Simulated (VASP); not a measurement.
AlN: single point with PBE exchange alone

AlN:

```
Al N
1.0
     3.04945    0.00000    0.00000
    -1.52473    2.64090    0.00000
     0.00000    0.00000    4.87932
Al N
2 2
Cartesian
  1.5247 0.8803 2.4397
  0.0000 1.7606 0.0000
  1.5247 0.8803 4.2938
  0.0000 1.7606 1.8541
```

| Item | Value |
| --- | --- |
| Program | VASP 6.6.1 |
| Task | single point |
| Functional | PBE exchange alone |
| Potentials or basis | VASP PAW PBE potentials, release 64 (Al, N) |
| Cutoff | 520 eV |
| k mesh | 10 × 10 × 6 |
| Occupations | fermi-dirac, width 0.05 eV |
| Spin | no spin polarisation |
| Dipole correction | no |
| Further INCAR settings | ALGO = Normal; EDIFF = 1e-06; NBANDS = 16 |

| Item | Value |
| --- | --- |
| Pressure | 33.9 GPa |
| Largest force | 0.176 eV/Å |
| Band gap on the k mesh | 5.10 eV, direct |

Forces on the atoms (eV/Å):
```
Al   0.000  0.000 -0.176
Al   0.000  0.000 -0.176
N    0.000  0.000  0.176
N    0.000  0.000  0.176
```

Stress tensor (GPa, compression positive):
```
33.33  0.00  0.00
 0.00 33.33  0.00
 0.00  0.00 35.17
```

Levels at points of the mesh, in eV from the valence-band top:
| k point | band 5 | band 6 | band 7 | band 8 | band 9 | band 10 | band 11 | band 12 |
| --- | --- | --- | --- | --- | --- | --- | --- | --- |
| (0.00, 0.00, 0.00) | -0.85 | -0.19 | -0.19 | 0.00 | 5.10 | 7.43 | 11.40 | 11.77 |
| (0.50, 0.00, 0.00) | -3.41 | -2.11 | -1.79 | -0.67 | 6.24 | 6.34 | 8.98 | 11.02 |
| (0.00, 0.00, 0.50) | -0.53 | -0.53 | -0.53 | -0.53 | 7.28 | 7.28 | 11.09 | 11.09 |
| (0.50, 0.00, 0.50) | -1.47 | -1.47 | -1.38 | -1.38 | 5.85 | 5.85 | 9.90 | 9.90 |

Wall time 17 s on 1 thread of AMD EPYC 9R45 96-Core Processor (Zen 5) (shared host), peak memory 0.13 GiB.

A k mesh can miss the band edges.
